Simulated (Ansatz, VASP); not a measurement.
## Two plane-wave programs on SiC

```xyz
2
Lattice="0.0000 1.8724 1.8724 1.8724 0.0000 1.8724 1.8724 1.8724 0.0000" Properties=species:S:1:pos:R:3 pbc="T T T"
Si    0.0000    0.0000    0.0000
C     1.8724    1.8724    1.8724
```

Change from the starting cell: volume scaled by 0.8, PAW files.

Alike in both runs: task single point; functional PBEsol; k mesh 17 × 17 × 17; occupations fermi-dirac, width 0.08 eV; no spin polarisation.

|  | VASP | Ansatz |
| --- | --- | --- |
| version | VASP 6.6.1 | Ansatz 0.2.0 |
| potentials or method | VASP PAW PBE potentials, release 64 (Si, C) | PAW with Ansatz's default frozen-core files, scalar-relativistic |
| plane-wave cutoff (eV) | 520 | 420 |
| valence electrons in the cell | 8 | 8 |

VASP gave:

| Item | Value |
| --- | --- |
| pressure (GPa) | 95.0 |

Q: Which values does Ansatz return?

A: Pressure (GPa): 94.0.

VASP's potentials were made for PBE, not for PBEsol. Both programs put the cell under a high pressure, so it lies far from rest at this level.

Noted on VASP's run: the cell as given lies far from equilibrium.
